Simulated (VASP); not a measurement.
# Cu (P6_3/mmc) in VASP: single point with PBEsol

Aim: the single point of Cu with PBEsol.

Program: VASP 6.6.1. These are calculated values, not measurements. Logs are shortened: lines on timing, memory, paths and dates and some standing lists are left out, and cuts for length are marked.

### Step 1. The cell of the first run

It takes space group P6_3/mmc (No. 194, hexagonal). Conventional cell: a = 2.520 Å, b = 2.520 Å, c = 4.116 Å, α = 90.00°, β = 90.00°, γ = 120.00°. Cu (site symmetry -6m2) has 12 Cu at 2.52 Å within 3.3 Å.

This isn't the form of Cu at room conditions, which is fcc.

### Step 2. Single point, PBEsol

The input, INCAR:

```
PREC     = Accurate       # precision mode
ENCUT    = 820            # plane-wave cutoff, eV
EDIFF    = 1E-6           # SCF threshold, eV
ISMEAR   = 0              # smearing method
SIGMA    = 0.15           # smearing width, eV
LREAL    = False          # projectors in reciprocal space
LASPH    = True           # aspherical terms in the spheres
NELM     = 120            # most SCF steps
ALGO     = Normal         # electronic algorithm
ISIF     = 2              # what is computed and relaxed
LWAVE    = False          # write WAVECAR
LCHARG   = False          # write CHGCAR
GGA      = PS             # functional
NBANDS   = 26             # bands
GGA_COMPAT= False
```

The input, KPOINTS:

```
regular mesh
0
Gamma
  24 24 12
```

The input, POSCAR:

```
Cu
1.0
    2.5204379666      0.0000000000      0.0000000000
   -1.2602189833      2.1827633078      0.0000000000
    0.0000000000      0.0000000000      4.1161056553
Cu
2
Direct
    0.3333333333      0.6666666667      0.2500000000
    0.6666666667      0.3333333333      0.7500000000
```

Potentials or basis: VASP PAW PBE potentials, release 64 (Cu_sv_GW).

On the command line:

```bash
$ cat potpaw_PBE.64/Cu_sv_GW/POTCAR > POTCAR
$ mpirun -np 1 vasp_std > vasp.out
```

OUTCAR:

```text
PREC = Accurate
   ENCUT = 820
   EDIFF = 1E-6
   ISMEAR = 0
   LREAL = False
   LASPH = True
   NELM = 120
   ISIF = 2
   GGA = PS

 ion  position               nearest neighbor table
   1  0.333  0.667  0.250-   2 2.52   2 2.52   2 2.52   2 2.52   2 2.52   2 2.52
   2  0.667  0.333  0.750-   1 2.52   1 2.52   1 2.52   1 2.52   1 2.52   1 2.52

  LATTYP: Found a hexagonal cell.
 ALAT       =     2.5204379666
 C/A-ratio  =     1.6330914348

  Lattice vectors:

 A1 = (   2.5204379666,   0.0000000000,   0.0000000000)
 A2 = (  -1.2602189833,   2.1827633078,   0.0000000000)
 A3 = (   0.0000000000,   0.0000000000,   4.1161056553)

Analysis of symmetry for initial positions (statically):
=====================================================================
 Subroutine PRICEL returns:
 Original cell was already a primitive cell.

 Routine SETGRP: Setting up the symmetry group for a
 hexagonal supercell.

 Subroutine GETGRP returns: Found 24 space group operations
 (whereof 12 operations were pure point group operations)
 out of a pool of 24 trial point group operations.

The static configuration has the point symmetry D_3d.
 The point group associated with its full space group is D_6h.

Analysis of symmetry for dynamics (positions and initial velocities):
=====================================================================
 Subroutine PRICEL returns:
 Original cell was already a primitive cell.

 Routine SETGRP: Setting up the symmetry group for a
 hexagonal supercell.

 Subroutine GETGRP returns: Found 24 space group operations
 (whereof 12 operations were pure point group operations)
 out of a pool of 24 trial point group operations.

The dynamic configuration has the point symmetry D_3d.
 The point group associated with its full space group is D_6h.

 Subroutine INISYM returns: Found 24 space group operations
 (whereof 12 operations are pure point group operations),
 and found     1 'primitive' translations

----------------------------------------------------------------------------------------

                                     Primitive cell

  volume of cell :      22.6448

  direct lattice vectors                    reciprocal lattice vectors
     2.520437967  0.000000000  0.000000000     0.396756442  0.229067439  0.000000000
    -1.260218983  2.182763308  0.000000000     0.000000000  0.458134877  0.000000000
     0.000000000  0.000000000  4.116105655     0.000000000  0.000000000  0.242948088

  length of vectors
     2.520437967  2.520437967  4.116105655     0.458134877  0.458134877  0.242948088

  position of ions in fractional coordinates (direct lattice)
     0.333333333  0.666666667  0.250000000
     0.666666667  0.333333333  0.750000000

  ion indices of the primitive-cell ions
   primitive index   ion index
                 1           1
                 2           2

----------------------------------------------------------------------------------------

 KPOINTS: regular mesh

Automatic generation of k-mesh.
 Grid dimensions read from file:
 generate k-points for:   24   24   12

 Generating k-lattice:

  Cartesian coordinates                     Fractional coordinates (reciprocal lattice)
     0.016531518  0.009544477  0.000000000     0.041666667  0.000000000  0.000000000
     0.000000000  0.019088953  0.000000000     0.000000000  0.041666667  0.000000000
     0.000000000  0.000000000  0.020245674     0.000000000  0.000000000  0.083333333

  Length of vectors
     0.019088953  0.019088953  0.020245674

  Shift w.r.t. Gamma in fractional coordinates (k-lattice)
     0.000000000  0.000000000  0.000000000

 Subroutine IBZKPT returns following result:
 ===========================================

 Found    427 irreducible k-points:

 Following reciprocal coordinates:
            Coordinates               Weight
  0.000000  0.000000  0.000000      1.000000
  0.041667 -0.000000  0.000000      6.000000
  0.083333  0.000000  0.000000      6.000000
  0.125000 -0.000000  0.000000      6.000000
  0.166667 -0.000000  0.000000      6.000000
  0.208333 -0.000000  0.000000      6.000000
[... 16 lines left out ...]
  0.416667  0.041667  0.000000     12.000000
  0.458333  0.041667  0.000000     12.000000
 [... further k-points ...]
   k-points           NKPTS =    427   k-points in BZ     NKDIM =    427   number of bands    NBANDS=     26
   number of dos      NEDOS =    301   number of ions     NIONS =      2
   total plane-waves  NPLWV =  23040
   dimension x,y,z NGX =    24 NGY =   24 NGZ =   40
   dimension x,y,z NGXF=    48 NGYF=   48 NGZF=   80
   ions per type =               2
   NGX,Y,Z   is equivalent  to a cutoff of  15.83, 15.83, 16.16 a.u.
   NGXF,Y,Z  is equivalent  to a cutoff of  31.66, 31.66, 32.31 a.u.
 SYSTEM =  unknown system
   PREC   = accura    normal or accurate (medium, high low for compatibility)
   ISTART =      0    job   : 0-new  1-cont  2-samecut
   ICHARG =      2    charge: 1-file 2-atom 10-const
   ISPIN  =      1    spin polarized calculation?
   LNONCOLLINEAR =      F non collinear calculations
   LSORBIT =      F    spin-orbit coupling
   LASPH  =      T    aspherical Exc in radial PAW
   ENCUT  =  820.0 eV  60.27 Ry    7.76 a.u.   5.88  5.88  9.61*2*pi/ulx,y,z
   NELM   =    120;   NELMIN=  2; NELMDL= -5     # of ELM steps
   EDIFF  = 0.1E-05   stopping-criterion for ELM
   LREAL  =      F    real-space projection
   EDIFFG = 0.1E-04   stopping-criterion for IOM
   NSW    =      0    number of steps for IOM
   IBRION =     -1    ionic relax: 0-MD 1-quasi-New 2-CG
   NFREE  =      0    steps in history (QN), initial steepest desc. (CG)
   ISIF   =      2    stress and relaxation
   ISYM   =      2    0-nonsym 1-usesym 2-fastsym
   POTIM  = 0.5000    time-step for ionic-motion
   TEBEG  =    0.0;   TEEND  =   0.0 temperature during run
   PSTRESS=    0.0 pullay stress
   NELECT =      38.0000    total number of electrons
   NUPDOWN=      -1.0000    fix difference up-down
   EMIN   =  10.00;   EMAX   =-10.00  energy-range for DOS
   EFERMI =   0.00;   METHOD = LEGACY
   ISMEAR =     0;   SIGMA  =   0.15  broadening in eV -4-tet -1-fermi 0-gaus
   EFERMI_NEDOS =   21; number of points for ismear=-14 and -15
   IALGO  =     38    algorithm
   IMIX   =      4    mixing-type and parameters
     AMIX     =   0.40;   BMIX     =  1.00
     AMIX_MAG =   1.60;   BMIX_MAG =  1.00
  volume/ion in A,a.u.               =      11.32        76.41
  Fermi-wavevector in a.u.,A,eV,Ry     =   1.945418  3.676307 51.493316  3.784652
  Thomas-Fermi vector in A             =   2.974133
   LORBIT       =      0    0 simple, 1 ext, 2 COOP (PROOUT), +10 PAW based schemes
   GGA     = PS    functional components
   LHFCALC =     F    Hartree Fock is set to
   AEXX    =    0.0000 exact exchange contribution
   IVDW    =     0    specifies the selected vdW correction
   LEPSILON=     F    determine dielectric tensor
   LRPA    =     F    only Hartree local field effects (RPA)
 non-spin polarized calculation
 Gauss-broadening in eV      SIGMA  =   0.15
  energy-cutoff  :      820.00
  volume of cell :       22.64
 maximum number of plane-waves:      1224
 NGX is ok and might be reduce to    24
   NGX = 11   NGY = 11   NGZ = 19

 number of electron      38.0000011 magnetization

 Free energy of the ion-electron system (eV)
  ---------------------------------------------------
  ext. energy  EPLUGINS =         0.00000000
  ---------------------------------------------------
  free energy    TOTEN  =        -8.76115306 eV

  energy without entropy =       -8.75440424  energy(sigma->0) =       -8.75777865

 E-fermi :   7.9034     XC(G=0): -13.8245

 val. band max:        7.8965147699   @ k =   0.5000  -0.0000   0.4167
 cond. band min:       7.9192679063   @ k =   0.3750   0.1250   0.3333
 fundamental gap:      0.0227531363
 Fermi energy:         7.9034062568

 k-point     1 :       0.0000    0.0000    0.0000
  band No.  band energies     occupation
      1    -104.4282      2.00000
      2    -104.4111      2.00000
      3     -62.0076      2.00000
      4     -61.9014      2.00000
      5     -61.9014      2.00000
      6     -61.8822      2.00000
[... 18 lines left out ...]
     25      31.8829      0.00000
     26      32.0280      0.00000

 k-point     2 :       0.0417   -0.0000    0.0000
  band No.  band energies     occupation
      1    -104.4281      2.00000
      2    -104.4111      2.00000
      3     -62.0069      2.00000
      4     -61.9032      2.00000
      5     -61.9021      2.00000
      6     -61.8841      2.00000
[... 18 lines left out ...]
     25      32.5618      0.00000
     26      32.9256      0.00000

 k-point     3 :       0.0833    0.0000    0.0000
  band No.  band energies     occupation
      1    -104.4273      2.00000
      2    -104.4107      2.00000
      3     -62.0047      2.00000
      4     -61.9080      2.00000
      5     -61.9037      2.00000
      6     -61.8888      2.00000
[... 18 lines left out ...]
     25      32.7000      0.00000
     26      33.1212      0.00000

 k-point     4 :       0.1250   -0.0000    0.0000
  band No.  band energies     occupation
      1    -104.4261      2.00000
      2    -104.4101      2.00000
      3     -62.0014      2.00000
      4     -61.9155      2.00000
      5     -61.9061      2.00000
      6     -61.8968      2.00000
[... 18 lines left out ...]
     25      31.8591      0.00000
     26      33.0820      0.00000
[... 496 lines left out ...]
      1    -104.4133      2.00000
      2    -104.4055      2.00000
      3     -61.9880      2.00000
      4     -61.9701      2.00000
      5     -61.9607      2.00000
      6     -61.9291      2.00000
[... 18 lines left out ...]
     25      21.7134      0.00000
     26      28.1710      0.00000

 k-point    23 :       0.4167    0.0417    0.0000
  band No.  band energies     occupation
      1    -104.4119      2.00000
      2    -104.4055      2.00000
      3     -61.9943      2.00000
      4     -61.9761      2.00000
      5     -61.9556      2.00000
      6     -61.9312      2.00000
[... 18 lines left out ...]
     25      20.9959      0.00000
     26      28.0438      0.00000

 k-point    24 :       0.4583    0.0417    0.0000
  band No.  band energies     occupation
      1    -104.4112      2.00000
      2    -104.4055      2.00000
      3     -61.9977      2.00000
      4     -61.9793      2.00000
      5     -61.9525      2.00000
      6     -61.9323      2.00000
[... 18 lines left out ...]
     25      20.7992      0.00000
     26      27.9942      0.00000

 [... further k-points ...]
[... 5 lines left out ...]
  --------------------------------------------------------------------------------------
  -------------------------------------------------------------------------------------
  Total       -0.2762110     -0.2762110     -0.1691201     -0.0000000      0.0000000      0.0000000
  in kB      -19.5425990    -19.5425990    -11.9656586     -0.0000000      0.0000000      0.0000000
  external PRESSURE =     -17.0169522 kB  Pullay stress =       0.0000000 kB

 VOLUME and BASIS-vectors are now :
 -----------------------------------------------------------------------------
  energy-cutoff  :      820.00
  volume of cell :       22.64
      direct lattice vectors                 reciprocal lattice vectors
     2.520437967  0.000000000  0.000000000     0.396756442  0.229067439  0.000000000
    -1.260218983  2.182763308  0.000000000     0.000000000  0.458134877  0.000000000
     0.000000000  0.000000000  4.116105655     0.000000000  0.000000000  0.242948088

 POSITION                                       TOTAL-FORCE (eV/Angst)
 -----------------------------------------------------------------------------------
     -0.00000      1.45518      1.02903         0.000000     -0.000000      0.000000
      1.26022      0.72759      3.08708        -0.000000      0.000000      0.000000
 -----------------------------------------------------------------------------------
    total drift:                               -0.000001      0.000000     -0.000000

  FREE ENERGIE OF THE ION-ELECTRON SYSTEM (eV)
  ---------------------------------------------------
  free  energy   TOTEN  =        -8.7611530636 eV

  energy  without entropy=       -8.7544042394  energy(sigma->0) =       -8.75777865
```

It took 6.9 min on 1 thread of Intel Xeon Platinum 8259CL at 2.50GHz (Skylake/Cascade Lake), shared host; peak memory 0.55 GiB.

What came out:

- Free energy: -8.7612 eV
- Pressure: -1.7 GPa
- Band gap on the k mesh: zero (bands 19 and 20 overlap by 6.07 eV)

Stress tensor (GPa, compression positive):
```
-1.95  0.00  0.00
 0.00 -1.95  0.00
 0.00  0.00 -1.20
```

Levels at points of the mesh, in eV from the Fermi level:
| k point | band 17 | band 18 | band 19 | band 20 | band 21 | band 22 |
| --- | --- | --- | --- | --- | --- | --- |
| (0.00, 0.00, 0.00) | -2.51 | -1.70 | -1.70 | -1.19 | 3.97 | 21.70 |
| (0.50, 0.00, 0.00) | -1.55 | -1.50 | 0.02 | 1.65 | 7.92 | 8.31 |
| (0.00, 0.00, 0.50) | -1.94 | -1.94 | -1.94 | -1.94 | 12.77 | 12.77 |
| (0.50, 0.00, 0.50) | -1.54 | -1.54 | 0.41 | 0.41 | 5.06 | 5.06 |

Caveat: the PAW data sets were made with another functional, which shifts forces and pressure a little.

The gap in the log of VASP goes by the Fermi energy; the results here count the filled bands.